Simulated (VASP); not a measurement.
Crystal: CoSi2.

```
Co Si
1.0
     3.78726    0.00000    0.00000
     1.89363    3.27987    0.00000
     1.89363    1.09329    3.09229
Co Si
1 2
Direct
  0.00000 0.00000 0.00000
  0.25000 0.25000 0.25000
  0.75000 0.75000 0.75000
```

Base run:

```yaml
Program: VASP 6.6.1
Functional: PBEsol
Dispersion: D3(BJ)
Potentials_or_basis: VASP PAW PBE potentials, release 64 (Co, Si)
Cutoff: 520 eV
k_mesh: 9 × 9 × 9
Occupations: fermi-dirac, width 0.3 eV
Spin: collinear spin, ferromagnetic start
Starting_moments: "[0.39, 0.05, 0.05] μB"
Fixed_moment: 0.6 μB
```

Its results: pressure -6.9 GPa; site moments Co +0.39; Si +0.04 μB.

Question: The run is repeated on the same cell with these changes: fixed moment from 0.6 μB to 1.2 μB; moments at the start from [0.39, 0.05, 0.05] to [0.79, 0.11, 0.11]. What comes out?

Answer: Pressure -2.1 GPa; site moments Co +0.78; Si +0.09 μB.

Caveats: three body term missing; the PAW data sets were made with another functional, which shifts forces and pressure a little; the total moment is fixed, so each spin has its own Fermi level; the cell stands under tension (at least some runs).
